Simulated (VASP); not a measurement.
# Ti2W3 (R-3m) in VASP: a series of runs, part 2 of 2

VASP 6.6.1. The steps go on from the part before.

## Step 3: Single point, PBE, collinear spin

File INCAR:

```
PREC     = Accurate       # precision mode
ENCUT    = 520            # plane-wave cutoff, eV
EDIFF    = 1E-6           # SCF threshold, eV
ISMEAR   = 0              # smearing method
SIGMA    = 0.1            # smearing width, eV
LREAL    = F              # projectors in reciprocal space
LASPH    = T              # aspherical terms in the spheres
NELM     = 150            # most SCF steps
ALGO     = Normal         # electronic algorithm
ISIF     = 2              # what is computed and relaxed
LWAVE    = F              # write WAVECAR
LCHARG   = T              # write CHGCAR
ISPIN    = 2              # spin polarisation
MAGMOM   = 1 1 0 0 0      # initial moments
LORBIT   = 11             # projections on sites
LMAXMIX  = 4              # l up to which the mixer works
GGA      = PE             # functional
LELF     = T              # ELF
LVHAR    = T            
NBANDS   = 45             # bands
```

File KPOINTS:

```
regular mesh
0
Gamma
  6 6 6
```

File POSCAR:

```
Ti2W3
1.0
    2.2522779539      1.3003532830      4.5881704866
   -2.2522779539      1.3003532830      4.5881704866
    0.0000000000     -2.6007065660      4.5881704866
Ti W
2 3
Direct
    0.7971765928      0.7971765928      0.7971765928
    0.2028234072      0.2028234072      0.2028234072
    0.4029877125      0.4029877125      0.4029877125
    0.5970122875      0.5970122875      0.5970122875
    0.0000000000      0.0000000000      0.0000000000
```

Potentials or basis: VASP PAW PBE potentials, release 64 (Ti_sv, W_sv).

Run with:

```bash
cat potpaw_PBE.64/Ti_sv/POTCAR potpaw_PBE.64/W_sv/POTCAR > POTCAR
mpirun -np 1 vasp_std > vasp.out
```

OUTCAR:

```text
PREC = Accurate
   ENCUT = 520
   EDIFF = 1E-6
   ISMEAR = 0
   LREAL = F
   LASPH = T
   NELM = 150
   ISIF = 2
   ISPIN = 2
   LORBIT = 11
   GGA = PE

 ion  position               nearest neighbor table
   1  0.797  0.797  0.797-   3 2.73   3 2.73   3 2.73   4 2.76   2 2.78   2 2.78   2 2.78   5 2.79
                             5 3.16   5 3.16   5 3.16   4 3.18   4 3.18   4 3.18
   2  0.203  0.203  0.203-   4 2.73   4 2.73   4 2.73   3 2.76   1 2.78   1 2.78   1 2.78   5 2.79
                             5 3.16   5 3.16   5 3.16   3 3.18   3 3.18   3 3.18
   3  0.403  0.403  0.403-   4 2.67   1 2.73   1 2.73   1 2.73   2 2.76   5 2.77   5 2.77   5 2.77
                             2 3.18   2 3.18   2 3.18   4 3.23   4 3.23   4 3.23
   4  0.597  0.597  0.597-   3 2.67   2 2.73   2 2.73   2 2.73   1 2.76   5 2.77   5 2.77   5 2.77
                             1 3.18   1 3.18   1 3.18   3 3.23   3 3.23   3 3.23
   5  0.000  0.000  0.000-   4 2.77   4 2.77   3 2.77   3 2.77   4 2.77   3 2.77   2 2.79   1 2.79
                             2 3.16   1 3.16   2 3.16   1 3.16   2 3.16   1 3.16

  LATTYP: Found a trigonal (rhomboedric) cell.
 ALAT       =     5.2739911885
 COS(alpha) =     0.6352501117

  Lattice vectors:

 A1 = (   2.2522779539,   1.3003532830,   4.5881704866)
 A2 = (  -2.2522779539,   1.3003532830,   4.5881704866)
[... 2521 lines left out ...]
  Total        0.0233615      0.0233615      0.0809303      0.0000000      0.0000000      0.0000000
  in kB        0.4642346      0.4642346      1.6082277      0.0000000      0.0000000      0.0000000
  external PRESSURE =       0.8455657 kB  Pullay stress =       0.0000000 kB

 VOLUME and BASIS-vectors are now :
 -----------------------------------------------------------------------------
  energy-cutoff  :      520.00
  volume of cell :       80.63
      direct lattice vectors                 reciprocal lattice vectors
     2.252277954  1.300353283  4.588170487     0.221997467  0.128170297  0.072650599
    -2.252277954  1.300353283  4.588170487    -0.221997467  0.128170297  0.072650599
     0.000000000 -2.600706566  4.588170487     0.000000000 -0.256340594  0.072650599

 POSITION                                       TOTAL-FORCE (eV/Angst)
 -----------------------------------------------------------------------------------
      0.00000      0.00000     10.97275        -0.000000     -0.000000      0.009958
      0.00000      0.00000      2.79177        -0.000000      0.000000     -0.009958
      0.00000      0.00000      5.54693        -0.000000     -0.000000     -0.009191
      0.00000      0.00000      8.21758        -0.000000     -0.000000      0.009191
      0.00000      0.00000      0.00000         0.000000      0.000000     -0.000000
 -----------------------------------------------------------------------------------
    total drift:                               -0.000000      0.000000     -0.000000

  FREE ENERGIE OF THE ION-ELECTRON SYSTEM (eV)
  ---------------------------------------------------
  free  energy   TOTEN  =       -54.8559974102 eV

  energy  without entropy=      -54.8259408781  energy(sigma->0) =      -54.84096914

 total charge

# of ion       s       p       d       tot
------------------------------------------
    1        2.236   6.170   1.944  10.351
    2        2.236   6.170   1.944  10.351
    3        2.417   6.268   3.392  12.076
    4        2.417   6.268   3.392  12.076
    5        2.414   6.293   3.317  12.024
--------------------------------------------------
tot         11.719  31.170  13.989  56.878

 magnetization (x)

# of ion       s       p       d       tot
------------------------------------------
    1        0.000   0.000   0.001   0.002
    2        0.000   0.000   0.001   0.002
    3       -0.000   0.000  -0.000   0.000
    4       -0.000   0.000  -0.000   0.000
    5       -0.000  -0.000  -0.000  -0.000
--------------------------------------------------
tot          0.000   0.000   0.003   0.003
```

stdout:

```text
POSCAR found type information on POSCAR TiW
 POSCAR found :  2 types and       5 ions
 scaLAPACK will be used
 LDA part: xc-table for (Slater+PW92), standard interpolation
 POSCAR, INCAR and KPOINTS ok, starting setup
 FFT: planning ... GRIDC
 FFT: planning ... GRID_SOFT
 FFT: planning ... GRID
 WAVECAR not read
 entering main loop
```

It took 8.2 min on 1 thread of AMD EPYC 7R13 (Zen 3), shared host; peak memory 0.35 GiB.

Results:

* Free energy: -54.8560 eV
* Pressure: 0.1 GPa
* Largest force: 0.010 eV/Å
* Band gap on the k mesh: zero (filled and empty bands overlap)
* Net moment: 0.00 μB per cell
* Valence electrons inside the program's atomic spheres: Ti 10.35; W 12.08, 12.02 (each value once)

Forces in eV/Å, atoms in the order of the input:
```
Ti   0.000  0.000  0.010
Ti   0.000  0.000 -0.010
W    0.000  0.000 -0.009
W    0.000  0.000  0.009
W    0.000  0.000  0.000
```

Caveat: spin-orbit coupling is left out, which moves the levels of the heavy elements.
